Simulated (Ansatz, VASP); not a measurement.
## One calculation of Zr, two programs

The input POSCAR:

```
Zr
1.0
   -1.7922462260      1.7922462260      1.7922462260
    1.7922462260     -1.7922462260      1.7922462260
    1.7922462260      1.7922462260     -1.7922462260
Zr
1
Direct
    0.0000000000      0.0000000000      0.0000000000
```

INCAR.step1

```
PREC = Accurate
ENCUT = 520
ISMEAR = -1
SIGMA = 0.1
LREAL = F
LASPH = T
NELM = 100
NBANDS = 12
GGA = PE
ALGO = Normal
EDIFF = 1E-4
LWAVE = T
LCHARG = F
```

INCAR.step2

```
PREC = Accurate
ENCUT = 520
EDIFF = 1E-6
ISMEAR = -1
SIGMA = 0.1
LREAL = F
LASPH = T
NELM = 100
ALGO = Normal
ISIF = 2
LWAVE = F
LCHARG = F
METAGGA = R2SCAN
LMIXTAU = T
NBANDS = 12
ISTART = 1
```

KPOINTS

```
regular mesh
0
Gamma
  14 14 14
```

Input for Ansatz:

```yaml
crystal:
  lattice:
    - [-1.792246226, 1.792246226, 1.792246226]
    - [1.792246226, -1.792246226, 1.792246226]
    - [1.792246226, 1.792246226, -1.792246226]
  atoms:
    - { symbol: Zr, position: [0.0, 0.0, 0.0] }
hamiltonian:
  xc: r2scan
  pseudopotentials:
    kind: paw
    azcp:
      Zr: "pseudopotentials/Zr.paw.azcp"
basis:
  ecutwfc: 500
  fft_grid_basis: typed
kpoints:
  mp_grid: { grid: [14, 14, 14], shift: [0, 0, 0] }
magnetization:
  spin_polarized: false
scf:
  occupations: { method: fermi_dirac, width: 0.1 }
  lower_state_search: "off"
output:
  stress: true
  write_density: true
  write_potential: true
  elf: true
  volumetric_format: npy
```

Alike in both runs: task single point; functional r2SCAN; k mesh 14 × 14 × 14; occupations fermi-dirac, width 0.1 eV; no spin polarisation.

```csv
,VASP,Ansatz
version,VASP 6.6.1,Ansatz 0.2.0
potentials or method,"VASP PAW PBE potentials, release 64 (Zr_sv), cutoff 520 eV","plane waves (500 eV) with PAW, scalar-relativistic"
valence electrons in the cell,12,12
```

```tsv
	VASP	Ansatz	Ansatz less VASP
pressure (GPa)	0.0	0.0	-0.03
```

VASP's potentials were made for PBE, not for r2SCAN.
